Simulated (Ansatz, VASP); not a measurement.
MgCd2S3: VASP beside Ansatz

```xyz
6
Lattice="3.8261 0.0000 0.0000 -1.9131 3.3135 0.0000 0.0000 0.0000 9.3789" Properties=species:S:1:pos:R:3 pbc="T T T"
Mg    0.0000    0.0000    4.6894
Cd    1.9131    1.1045    7.7729
Cd    0.0000    2.2090    1.6060
S     0.0000    2.2090    6.1503
S     1.9131    1.1045    3.2286
S     0.0000    0.0000    0.0000
```

Alike in both runs: functional PBE; k mesh 12 × 12 × 4; occupations gaussian, width 0.02 eV; no spin polarisation.

Ansatz relaxed the structure, and its values are those at the end. VASP's run is a single point on that final structure, the one shown.

```csv
,VASP,Ansatz
version,VASP 6.6.1,Ansatz 0.2.0
potentials or method,"VASP PAW PBE potentials, release 64 (Mg, Cd, S), cutoff 520 eV","scalar-relativistic, plane waves, PAW"
valence electrons in the cell,44,68
```

|  | VASP | Ansatz | Ansatz less VASP |
| --- | --- | --- | --- |
| gap on the k mesh at the Fermi level (eV) | 0.91 | 0.92 | +0.010 |
| least direct gap on the mesh (eV) | 1.45 | 1.46 | +0.009 |
| pressure (GPa) | 0.2 | 0.0 | -0.19 |
| rms of the force components (eV/Å) | 0.013 | 0.003 | -0.0108 |

VASP's potentials hold 44 valence electrons a cell and Ansatz's 68, so a difference there can come from the potentials and not from the codes.
